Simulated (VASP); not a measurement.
# Bi4Te4 in VASP: single point with PBE

Aim: the single point of Bi4Te4 with PBE.

Program: VASP 6.6.1. These are calculated values, not measurements. Logs are shortened: lines on timing, memory, paths and dates and some standing lists are left out, and cuts for length are marked.

## 1. The cell of the first run

The cell holds a cluster in a box, 8 atoms: a = 11.800 Å, b = 12.100 Å, c = 12.400 Å, α = 90.00°, β = 90.00°, γ = 90.00°.

## 2. Single point, PBE

INCAR reads:

```
SYSTEM = BiTe
ALGO     = Normal         ! electronic algorithm
EDIFF    = 1E-6           ! SCF threshold, eV
ENCUT    = 520            ! plane-wave cutoff, eV
GGA      = PE             ! functional
ISIF     = 2              ! what is computed and relaxed
ISMEAR   = 0              ! smearing method
LASPH    = .TRUE.         ! aspherical terms in the spheres
LCHARG   = .FALSE.        ! write CHGCAR
LREAL    = .FALSE.        ! projectors in reciprocal space
LWAVE    = .FALSE.        ! write WAVECAR
NBANDS   = 52             ! bands
NELM     = 100            ! most SCF steps
PREC     = Accurate       ! precision mode
SIGMA    = 0.05           ! smearing width, eV
```

KPOINTS reads:

```
k-points
0
G
  1 1 1
  0 0 0
```

POSCAR reads:

```
BiTe
1.0
   11.8000000000      0.0000000000      0.0000000000
    0.0000000000     12.1000000000      0.0000000000
    0.0000000000      0.0000000000     12.4000000000
Bi Te
4 4
Direct
    0.3553743094      0.3923027329      0.3713209733
    0.3693378058      0.6087678683      0.6369483433
    0.6473560761      0.3907696736      0.6225956884
    0.6332731766      0.6102620485      0.3588604242
    0.6386620820      0.3758276437      0.3885119842
    0.6151709299      0.6249108650      0.6291284725
    0.3633687375      0.3747322268      0.6052228691
    0.3874379005      0.6266919449      0.3671312533
```

Potentials or basis: VASP PAW PBE potentials, release 64 (Bi_d, Te).

On the command line:

```
$ cat potpaw_PBE.64/Bi_d/POTCAR potpaw_PBE.64/Te/POTCAR > POTCAR
$ mpirun -np 1 vasp_gam > vasp.out
```

OUTCAR:

```text
SYSTEM = BiTe
   EDIFF = 1E-6
   ENCUT = 520
   GGA = PE
   ISIF = 2
   ISMEAR = 0
   LASPH = .TRUE.
   LREAL = .FALSE.
   NELM = 100
   PREC = Accurate

 ion  position               nearest neighbor table
   1  0.355  0.392  0.371-   8 2.86   7 2.91   5 3.36
   2  0.369  0.609  0.637-   7 2.86   6 2.91   8 3.36
   3  0.647  0.391  0.623-   6 2.86   5 2.91   7 3.36
   4  0.633  0.610  0.359-   5 2.86   8 2.91   6 3.36
   5  0.639  0.376  0.389-   4 2.86   3 2.91   1 3.36
   6  0.615  0.625  0.629-   3 2.86   2 2.91   4 3.36
   7  0.363  0.375  0.605-   2 2.86   1 2.91   3 3.36
   8  0.387  0.627  0.367-   1 2.86   4 2.91   2 3.36

  LATTYP: Found a simple orthorhombic cell.
 ALAT       =    11.8000000000
 B/A-ratio  =     1.0254237288
 C/A-ratio  =     1.0508474576

  Lattice vectors:

 A1 = (  11.8000000000,   0.0000000000,   0.0000000000)
 A2 = (   0.0000000000,  12.1000000000,   0.0000000000)
 A3 = (   0.0000000000,   0.0000000000,  12.4000000000)

Analysis of symmetry for initial positions (statically):
=====================================================================
 Subroutine PRICEL returns:
 Original cell was already a primitive cell.

 Routine SETGRP: Setting up the symmetry group for a
 simple orthorhombic supercell.

 Subroutine GETGRP returns: Found  1 space group operations
 (whereof  1 operations were pure point group operations)
 out of a pool of  8 trial point group operations.

The static configuration has the point symmetry C_1 .

Analysis of symmetry for dynamics (positions and initial velocities):
=====================================================================
 Subroutine PRICEL returns:
 Original cell was already a primitive cell.

 Routine SETGRP: Setting up the symmetry group for a
 simple orthorhombic supercell.

 Subroutine GETGRP returns: Found  1 space group operations
 (whereof  1 operations were pure point group operations)
 out of a pool of  8 trial point group operations.

The dynamic configuration has the point symmetry C_1 .

 Subroutine INISYM returns: Found  1 space group operations
 (whereof  1 operations are pure point group operations),
 and found     1 'primitive' translations

----------------------------------------------------------------------------------------

                                     Primitive cell

  volume of cell :    1770.4720

  direct lattice vectors                    reciprocal lattice vectors
    11.800000000  0.000000000  0.000000000     0.084745763  0.000000000  0.000000000
     0.000000000 12.100000000  0.000000000     0.000000000  0.082644628  0.000000000
     0.000000000  0.000000000 12.400000000     0.000000000  0.000000000  0.080645161

  length of vectors
    11.800000000 12.100000000 12.400000000     0.084745763  0.082644628  0.080645161

  position of ions in fractional coordinates (direct lattice)
     0.355374309  0.392302733  0.371320973
     0.369337806  0.608767868  0.636948343
     0.647356076  0.390769674  0.622595688
     0.633273177  0.610262048  0.358860424
     0.638662082  0.375827644  0.388511984
     0.615170930  0.624910865  0.629128472
     0.363368737  0.374732227  0.605222869
     0.387437900  0.626691945  0.367131253

  ion indices of the primitive-cell ions
   primitive index   ion index
                 1           1
                 2           2
                 3           3
                 4           4
                 5           5
                 6           6
                 7           7
                 8           8

----------------------------------------------------------------------------------------

 KPOINTS: k-points

Automatic generation of k-mesh.
 Grid dimensions read from file:
 generate k-points for:    1    1    1

 Generating k-lattice:

  Cartesian coordinates                     Fractional coordinates (reciprocal lattice)
     0.084745763  0.000000000  0.000000000     1.000000000  0.000000000  0.000000000
     0.000000000  0.082644628  0.000000000     0.000000000  1.000000000  0.000000000
     0.000000000  0.000000000  0.080645161     0.000000000  0.000000000  1.000000000

  Length of vectors
     0.084745763  0.082644628  0.080645161

  Shift w.r.t. Gamma in fractional coordinates (k-lattice)
     0.000000000  0.000000000  0.000000000

 Subroutine IBZKPT returns following result:
 ===========================================

 Found      1 irreducible k-points:

 Following reciprocal coordinates:
            Coordinates               Weight
  0.000000  0.000000  0.000000      1.000000
   k-points           NKPTS =      1   k-points in BZ     NKDIM =      1   number of bands    NBANDS=     52
   number of dos      NEDOS =    301   number of ions     NIONS =      8
   total plane-waves  NPLWV = 777600
   dimension x,y,z NGX =    90 NGY =   90 NGZ =   96
   dimension x,y,z NGXF=   180 NGYF=  180 NGZF=  192
   ions per type =               4   4
   NGX,Y,Z   is equivalent  to a cutoff of  12.68, 12.37, 12.87 a.u.
   NGXF,Y,Z  is equivalent  to a cutoff of  25.36, 24.73, 25.74 a.u.
 SYSTEM =  BiTe
   PREC   = accura    normal or accurate (medium, high low for compatibility)
   ISTART =      0    job   : 0-new  1-cont  2-samecut
   ICHARG =      2    charge: 1-file 2-atom 10-const
   ISPIN  =      1    spin polarized calculation?
   LNONCOLLINEAR =      F non collinear calculations
   LSORBIT =      F    spin-orbit coupling
   LASPH  =      T    aspherical Exc in radial PAW
   ENCUT  =  520.0 eV  38.22 Ry    6.18 a.u.  21.94 22.50 23.06*2*pi/ulx,y,z
   NELM   =    100;   NELMIN=  2; NELMDL= -5     # of ELM steps
   EDIFF  = 0.1E-05   stopping-criterion for ELM
   LREAL  =      F    real-space projection
   EDIFFG = 0.1E-04   stopping-criterion for IOM
   NSW    =      0    number of steps for IOM
   IBRION =     -1    ionic relax: 0-MD 1-quasi-New 2-CG
   NFREE  =      0    steps in history (QN), initial steepest desc. (CG)
   ISIF   =      2    stress and relaxation
   ISYM   =      2    0-nonsym 1-usesym 2-fastsym
   POTIM  = 0.5000    time-step for ionic-motion
   TEBEG  =    0.0;   TEEND  =   0.0 temperature during run
   PSTRESS=    0.0 pullay stress
   NELECT =      84.0000    total number of electrons
   NUPDOWN=      -1.0000    fix difference up-down
   EMIN   =  10.00;   EMAX   =-10.00  energy-range for DOS
   EFERMI =   0.00;   METHOD = LEGACY
   ISMEAR =     0;   SIGMA  =   0.05  broadening in eV -4-tet -1-fermi 0-gaus
   EFERMI_NEDOS =   21; number of points for ismear=-14 and -15
   IALGO  =     38    algorithm
   IMIX   =      4    mixing-type and parameters
     AMIX     =   0.40;   BMIX     =  1.00
     AMIX_MAG =   1.60;   BMIX_MAG =  1.00
  volume/ion in A,a.u.               =     221.31      1493.47
  Fermi-wavevector in a.u.,A,eV,Ry     =   0.592659  1.119963  4.778975  0.351245
  Thomas-Fermi vector in A             =   1.641558
   LORBIT       =      0    0 simple, 1 ext, 2 COOP (PROOUT), +10 PAW based schemes
   GGA     = PE    functional components
   LHFCALC =     F    Hartree Fock is set to
   AEXX    =    0.0000 exact exchange contribution
   IVDW    =     0    specifies the selected vdW correction
   LEPSILON=     F    determine dielectric tensor
   LRPA    =     F    only Hartree local field effects (RPA)
 non-spin polarized calculation
 Gauss-broadening in eV      SIGMA  =   0.05
  energy-cutoff  :      520.00
  volume of cell :     1770.47
 maximum number of plane-waves:     23817
 NGX is ok and might be reduce to    90
   NGX = 43   NGY = 45   NGZ = 47

 number of electron      83.9999999 magnetization

 Free energy of the ion-electron system (eV)
  ---------------------------------------------------
  ext. energy  EPLUGINS =         0.00000000
  ---------------------------------------------------
  free energy    TOTEN  =       -26.20274329 eV

  energy without entropy =      -26.20274329  energy(sigma->0) =      -26.20274329

 E-fermi :  -2.3238     XC(G=0):  -2.4402

 val. band max:       -2.6210837634   @ k =   0.0000   0.0000   0.0000
 cond. band min:      -1.7809553071   @ k =   0.0000   0.0000   0.0000
 fundamental gap:      0.8401284564
 Fermi energy:        -2.3238470387

 k-point     1 :       0.0000    0.0000    0.0000
  band No.  band energies     occupation
      1     -25.4717      2.00000
      2     -25.4625      2.00000
      3     -25.4609      2.00000
      4     -25.4525      2.00000
      5     -25.4307      2.00000
      6     -25.4276      2.00000
      7     -25.4274      2.00000
      8     -25.4206      2.00000
      9     -25.3436      2.00000
     10     -25.3417      2.00000
     11     -25.3404      2.00000
     12     -25.3327      2.00000
     13     -25.2988      2.00000
     14     -25.2967      2.00000
     15     -25.2954      2.00000
     16     -25.2894      2.00000
     17     -25.2857      2.00000
     18     -25.2846      2.00000
     19     -25.2835      2.00000
     20     -25.2759      2.00000
     21     -15.2790      2.00000
     22     -14.2508      2.00000
     23     -14.2477      2.00000
     24     -13.5750      2.00000
     25     -12.9749      2.00000
     26     -12.2383      2.00000
     27     -12.2369      2.00000
     28     -11.1110      2.00000
     29      -6.3869      2.00000
     30      -6.1700      2.00000
     31      -6.0722      2.00000
     32      -5.4355      2.00000
     33      -5.4335      2.00000
     34      -5.1378      2.00000
     35      -5.1356      2.00000
     36      -4.7884      2.00000
     37      -4.7405      2.00000
     38      -4.3714      2.00000
     39      -3.7582      2.00000
     40      -3.7574      2.00000
     41      -2.6310      2.00000
     42      -2.6211      2.00000
     43      -1.7810      0.00000
     44      -1.5998      0.00000
     45      -1.3872      0.00000
     46      -0.9497      0.00000
     47      -0.9414      0.00000
     48      -0.5708      0.00000
     49      -0.5680      0.00000
     50      -0.0374      0.00000
     51       0.0721      0.00000
     52       0.4558      0.00000

------------------------ aborting loop because EDIFF is reached ----------------------------------------

  FORCE on cell =-STRESS in cart. coord.  units (eV):
  Direction    XX          YY          ZZ          XY          YZ          ZX
  --------------------------------------------------------------------------------------
  -------------------------------------------------------------------------------------
  Total        0.1072957     -0.0704559     -0.0680961     -0.0054484      0.0110051      0.0043551
  in kB        0.0970965     -0.0637586     -0.0616232     -0.0049305      0.0099590      0.0039411
  external PRESSURE =      -0.0094284 kB  Pullay stress =       0.0000000 kB

 VOLUME and BASIS-vectors are now :
 -----------------------------------------------------------------------------
  energy-cutoff  :      520.00
  volume of cell :     1770.47
      direct lattice vectors                 reciprocal lattice vectors
    11.800000000  0.000000000  0.000000000     0.084745763  0.000000000  0.000000000
     0.000000000 12.100000000  0.000000000     0.000000000  0.082644628  0.000000000
     0.000000000  0.000000000 12.400000000     0.000000000  0.000000000  0.080645161

 POSITION                                       TOTAL-FORCE (eV/Angst)
 -----------------------------------------------------------------------------------
      4.19342      4.74686      4.60438        -0.007574     -0.003923      0.010791
      4.35819      7.36609      7.89816         0.002709      0.013042      0.000301
      7.63880      4.72831      7.72019         0.005076     -0.013770     -0.012672
      7.47262      7.38417      4.44987        -0.006838      0.006780      0.002884
      7.53621      4.54751      4.81755         0.002432      0.001726      0.021702
      7.25902      7.56142      7.80119        -0.011218      0.004772     -0.006979
      4.28775      4.53426      7.50476         0.001932     -0.002323     -0.023177
      4.57177      7.58297      4.55243         0.013480     -0.006304      0.007149
 -----------------------------------------------------------------------------------
    total drift:                               -0.000160      0.001741      0.001459

  FREE ENERGIE OF THE ION-ELECTRON SYSTEM (eV)
  ---------------------------------------------------
  free  energy   TOTEN  =       -26.2027432863 eV

  energy  without entropy=      -26.2027432863  energy(sigma->0) =      -26.20274329
```

Wall time 2.1 min (1 thread of Intel Xeon 6975P-C (Granite Rapids), shared host); peak memory 1.2 GiB.

What came out:

| Property | Result |
| --- | --- |
| Free energy | -26.2027 eV |
| Largest force | 0.023 eV/Å |
| Gap between the frontier levels | 0.84 eV |

Forces in eV/Å, atoms in the order of the input:
```
Bi  -0.008 -0.004  0.011
Bi   0.003  0.013  0.000
Bi   0.005 -0.014 -0.013
Bi  -0.007  0.007  0.003
Te   0.002  0.002  0.022
Te  -0.011  0.005 -0.007
Te   0.002 -0.002 -0.023
Te   0.013 -0.006  0.007
```

Caveat: spin-orbit coupling is left out, which moves the levels of the heavy elements.
